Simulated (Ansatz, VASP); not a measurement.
**C in VASP and in Ansatz**

```
C
1.0
     0.00000    1.77691    1.77691
     1.77691    0.00000    1.77691
     1.77691    1.77691    0.00000
C
2
Direct
  0.87500 0.87500 0.87500
  0.12500 0.12500 0.12500
```

Alike in both runs: functional PBEsol; k mesh 16 × 16 × 16; occupations fermi-dirac, width 0.02 eV; no spin polarisation.

Ansatz relaxed the structure, and its values are those at the end. VASP's run is a single point on that final structure, the one shown.

```csv
,VASP,Ansatz
version,VASP 6.6.1,Ansatz 0.2.0
potentials or method,"VASP PAW PBE potentials, release 64 (C)","PAW with Ansatz's default frozen-core files, scalar-relativistic"
plane-wave cutoff (eV),520,420
valence electrons in the cell,8,8
```

|  | VASP | Ansatz | Ansatz less VASP |
| --- | --- | --- | --- |
| pressure (GPa) | 1.1 | 0.0 | -1.10 |

VASP's potentials were made for PBE, not for PBEsol.
